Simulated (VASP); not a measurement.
Write the native input for VASP 6.6.1 that does the following.

* Task: single point
* Functional: PBEsol
* Potentials or basis: VASP PAW PBE potentials, release 64 (Si)
* Cutoff: 520 eV
* k mesh: 12 × 12 × 6
* Occupations: gaussian, width 0.03 eV
* Spin: no spin polarisation
* Dipole correction: no
* Further INCAR settings: ALGO = Normal; EDIFF = 1e-06; NBANDS = 16

The structure of Si lies in POSCAR:

```
Si
1.0
    3.8313174605      0.0000000000      0.0000000000
   -1.9156587303      3.3180182508      0.0000000000
    0.0000000000      0.0000000000      6.3326220002
Si
4
Direct
    0.3333333333      0.6666666667      0.0630095000
    0.6666666667      0.3333333333      0.5630095000
    0.3333333333      0.6666666667      0.4369905000
    0.6666666667      0.3333333333      0.9369905000
```

One way to write it, as run:

INCAR

```
ALGO = Normal ; EDIFF = 1E-6
ENCUT = 520 ; GGA = PS
ISIF = 2 ; ISMEAR = 0
LASPH = T ; LCHARG = T
LELF = T ; LREAL = F
LVHAR = T ; LWAVE = F
NBANDS = 16 ; NELM = 60
PREC = Accurate ; SIGMA = 0.03
```

KPOINTS

```
k-points
0
Gamma
  12 12 6
```

Potentials or basis: VASP PAW PBE potentials, release 64 (Si).

The run is started by

```sh
$ cat potpaw_PBE.64/Si/POTCAR > POTCAR
$ mpirun -np 1 vasp_std > vasp.out
```

It gave:

The pressure is -0.3 GPa. The largest force is 0.006 eV/Å and the band gap on the k mesh is 0.30 eV, indirect (least direct gap 0.95 eV).

Caveat: the PAW data sets were made with another functional, which shifts forces and pressure a little.

Wall time 50 s on 1 thread of AMD EPYC 7R43 64-Core Processor (Zen 3) (shared host), peak memory 0.19 GiB.
